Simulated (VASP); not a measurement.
# CdTe (F-43m) in VASP: further runs, part 2 of 2

VASP 6.6.1. The steps go on from the part before.

## Step 4: Single point, PBE (35.51 Å³/atom)

This run uses another cell than the first one, of 35.51 Å³/atom.

INCAR reads:

```
SYSTEM = CdTe
  PREC = Accurate
  ENCUT = 520
  EDIFF = 1E-7
  ISMEAR = 0
  SIGMA = 0.05
  LREAL = .False.
  LASPH = .True.
  NELM = 60
  ALGO = Normal
  ISIF = 2
  LWAVE = .False.
  LCHARG = .False.
  GGA = PE
  NBANDS = 16
```

KPOINTS reads:

```
Automatic mesh
0
Gamma
  10 10 10
  0 0 0
```

POSCAR reads:

```
CdTe
1.0
    0.0000000000      3.2868799865      3.2868799865
    3.2868799865      0.0000000000      3.2868799865
    3.2868799865      3.2868799865      0.0000000000
Cd Te
1 1
Direct
    0.0000000000      0.0000000000      0.0000000000
    0.2500000000      0.2500000000      0.2500000000
```

Potentials or basis: VASP PAW PBE potentials, release 64 (Cd, Te).

Launch:

```console
$ cat potpaw_PBE.64/Cd/POTCAR potpaw_PBE.64/Te/POTCAR > POTCAR
$ mpirun -np 1 vasp_std > vasp.out
```

OUTCAR:

```text
SYSTEM = CdTe
   PREC = Accurate
   ENCUT = 520
   EDIFF = 1E-7
   ISMEAR = 0
   LREAL = .False.
   LASPH = .True.
   NELM = 60
   ISIF = 2
   GGA = PE

 ion  position               nearest neighbor table
   1  0.000  0.000  0.000-   2 2.85   2 2.85   2 2.85   2 2.85
   2  0.250  0.250  0.250-   1 2.85   1 2.85   1 2.85   1 2.85

  LATTYP: Found a face centered cubic cell.
 ALAT       =     6.5737599730

  Lattice vectors:

 A1 = (   0.0000000000,   3.2868799865,   3.2868799865)
 A2 = (   3.2868799865,   0.0000000000,   3.2868799865)
 A3 = (   3.2868799865,   3.2868799865,   0.0000000000)

Analysis of symmetry for initial positions (statically):
=====================================================================
 Subroutine PRICEL returns:
 Original cell was already a primitive cell.

 Routine SETGRP: Setting up the symmetry group for a
 face centered cubic supercell.

 Subroutine GETGRP returns: Found 24 space group operations
 (whereof 24 operations were pure point group operations)
 out of a pool of 48 trial point group operations.

The static configuration has the point symmetry T_d .

Analysis of symmetry for dynamics (positions and initial velocities):
=====================================================================
 Subroutine PRICEL returns:
 Original cell was already a primitive cell.

 Routine SETGRP: Setting up the symmetry group for a
 face centered cubic supercell.

 Subroutine GETGRP returns: Found 24 space group operations
 (whereof 24 operations were pure point group operations)
 out of a pool of 48 trial point group operations.

The dynamic configuration has the point symmetry T_d .

 Subroutine INISYM returns: Found 24 space group operations
 (whereof 24 operations are pure point group operations),
 and found     1 'primitive' translations

----------------------------------------------------------------------------------------

                                     Primitive cell

  volume of cell :      71.0201
[... 108 lines left out ...]
     AMIX     =   0.40;   BMIX     =  1.00
     AMIX_MAG =   1.60;   BMIX_MAG =  1.00
  volume/ion in A,a.u.               =      35.51       239.63
  Fermi-wavevector in a.u.,A,eV,Ry     =   1.036029  1.957811 14.603890  1.073356
  Thomas-Fermi vector in A             =   2.170400
   LORBIT       =      0    0 simple, 1 ext, 2 COOP (PROOUT), +10 PAW based schemes
   GGA     = PE    functional components
   LHFCALC =     F    Hartree Fock is set to
   AEXX    =    0.0000 exact exchange contribution
   IVDW    =     0    specifies the selected vdW correction
   LEPSILON=     F    determine dielectric tensor
   LRPA    =     F    only Hartree local field effects (RPA)
 non-spin polarized calculation
 Gauss-broadening in eV      SIGMA  =   0.05
  energy-cutoff  :      520.00
  volume of cell :       71.02
 maximum number of plane-waves:      1932
   NGX = 17   NGY = 17   NGZ = 17

 number of electron      18.0000006 magnetization

 Free energy of the ion-electron system (eV)
  ---------------------------------------------------
  ext. energy  EPLUGINS =         0.00000000
  ---------------------------------------------------
  free energy    TOTEN  =        -4.80847442 eV

  energy without entropy =       -4.80847442  energy(sigma->0) =       -4.80847442

 E-fermi :   2.1690     XC(G=0):  -8.3970

 val. band max:        1.9687300107   @ k =   0.0000   0.0000   0.0000
 cond. band min:       2.6115647977   @ k =   0.0000   0.0000   0.0000
 fundamental gap:      0.6428347871
 Fermi energy:         2.1690212360

 k-point     1 :       0.0000    0.0000    0.0000
  band No.  band energies     occupation
      1      -8.9697      2.00000
      2      -6.1792      2.00000
      3      -6.1792      2.00000
      4      -6.1792      2.00000
      5      -5.9490      2.00000
      6      -5.9490      2.00000
[... 433 lines left out ...]
      3      -6.0710      2.00000
      4      -6.0135      2.00000
      5      -5.9287      2.00000
      6      -5.7053      2.00000
[... 8 lines left out ...]
     15      12.3826      0.00000
     16      13.4833      0.00000

 [... further k-points ...]

------------------------ aborting loop because EDIFF is reached ----------------------------------------

  FORCE on cell =-STRESS in cart. coord.  units (eV):
  Direction    XX          YY          ZZ          XY          YZ          ZX
  --------------------------------------------------------------------------------------
  -------------------------------------------------------------------------------------
  Total        0.3805461      0.3805461      0.3805461      0.0000000     -0.0000000     -0.0000000
  in kB        8.5849205      8.5849205      8.5849205      0.0000000     -0.0000000     -0.0000000
  external PRESSURE =       8.5849205 kB  Pullay stress =       0.0000000 kB

 VOLUME and BASIS-vectors are now :
 -----------------------------------------------------------------------------
  energy-cutoff  :      520.00
  volume of cell :       71.02
      direct lattice vectors                 reciprocal lattice vectors
     0.000000000  3.286879986  3.286879986    -0.152119944  0.152119944  0.152119944
     3.286879986  0.000000000  3.286879986     0.152119944 -0.152119944  0.152119944
     3.286879986  3.286879986  0.000000000     0.152119944  0.152119944 -0.152119944

 POSITION                                       TOTAL-FORCE (eV/Angst)
 -----------------------------------------------------------------------------------
      0.00000      0.00000      0.00000        -0.000000     -0.000000     -0.000000
      1.64344      1.64344      1.64344         0.000000      0.000000      0.000000
 -----------------------------------------------------------------------------------
    total drift:                               -0.000000     -0.000000     -0.000000

  FREE ENERGIE OF THE ION-ELECTRON SYSTEM (eV)
  ---------------------------------------------------
  free  energy   TOTEN  =        -4.8084744210 eV

  energy  without entropy=       -4.8084744210  energy(sigma->0) =       -4.80847442
```

It took 77 s on 1 thread of Intel Xeon 8259CL, shared host; peak memory 0.24 GiB.

Results:

```yaml
Free_energy: -4.8085 eV
Pressure: 0.9 GPa
Band_gap_on_the_k_mesh: 0.64 eV
```

Caveat: spin-orbit coupling is left out, which moves the levels of the heavy elements.

## Step 5: The runs side by side

```tsv
cell	gap on the mesh (eV)	pressure (GPa)
a = 4.592 Å, angles 60.0°, 2 atoms	0.75	2.4
a = 4.617 Å, angles 60.0°, 2 atoms	0.71	1.7
a = 4.648 Å, angles 60.0°, 2 atoms	0.64	0.9
```

Alike in all rows: task single point; level PBE; potentials or basis VASP PAW PBE potentials, release 64 (Cd, Te); no spin polarisation; k mesh 10 × 10 × 10; cutoff (eV) 520; smearing gaussian 0.05 eV.

Caveats: spin-orbit coupling is left out, which moves the levels of the heavy elements.

Absolute energies hang on the potentials; compare differences alone.
